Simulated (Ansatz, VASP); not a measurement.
## Ru: VASP beside Ansatz

```
Ru
1.0
     2.48099    0.00000    0.00000
     0.00000    2.48099    0.00000
     0.00000    0.00000    2.48099
Ru
1
Direct
  0.00000 0.00000 0.00000
```

Alike in both runs: functional PBEsol; k mesh 13 × 13 × 13; occupations fermi-dirac, width 0.1 eV; no spin polarisation.

Ansatz relaxed the structure, and its values are those at the end. VASP's run is a single point on that final structure, the one shown.

|  | VASP | Ansatz |
| --- | --- | --- |
| version | VASP 6.6.1 | Ansatz 0.2.0 |
| potentials or method | VASP PAW PBE potentials, release 64 (Ru_pv), cutoff 520 eV | plane waves (420 eV) with PAW, scalar-relativistic |
| valence electrons in the cell | 14 | 16 |

|  | VASP | Ansatz | Ansatz less VASP |
| --- | --- | --- | --- |
| pressure (GPa) | 0.2 | 0.0 | -0.16 |

VASP's potentials were made for PBE, not for PBEsol, and Ansatz warns of the same on its side. VASP's potentials hold 14 valence electrons a cell and Ansatz's 16, so a difference there can come from the potentials and not from the codes.
